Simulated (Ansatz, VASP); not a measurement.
# Two plane-wave programs on MnHg

```xyz
2
Lattice="3.2551 0.0000 0.0000 0.0000 3.2551 0.0000 0.0000 0.0000 3.3130" Properties=species:S:1:pos:R:3 pbc="T T T"
Hg    0.0000    0.0000    0.0000
Mn    1.6276    1.6276    1.6565
```

Alike in both runs: functional PBE; k mesh 7 × 7 × 7; occupations fermi-dirac, width 0.05 eV; collinear spin.

|  | VASP | Ansatz |
| --- | --- | --- |
| version | VASP 6.6.1 | Ansatz 0.2.0 |
| potentials or method | VASP PAW PBE potentials, release 64 (Hg, Mn_pv) | Ansatz PAW |
| plane-wave cutoff (eV) | 520 | 420 |
| valence electrons in the cell | 25 | 35 |
| task | single point | band structure |

VASP gave:

* gap on the k mesh at the Fermi level (eV): none
* pressure (GPa): 4.5
* traceless stress, the component that is largest in VASP (GPa): -0.46
* net moment per atom (μB): 1.94
* size of the moment on the site where the two differ most (μB): 3.80

Problem. Estimate Ansatz's values.

Solution. gap on the k mesh at the Fermi level (eV): none; pressure (GPa): 4.0; traceless stress, the component that is largest in VASP (GPa): -0.45; net moment per atom (μB): 1.94; size of the moment on the site where the two differ most (μB): 3.84.

Site moments also hang on the region over which each program counts them. A gap of «none» marks a metal or a gap that the smearing closes. The functional is the same, so the differences come from potentials, cutoffs and numerics. VASP's potentials hold 25 valence electrons a cell and Ansatz's 35, so a difference there can come from the potentials and not from the codes.

Spin-orbit coupling is off throughout.
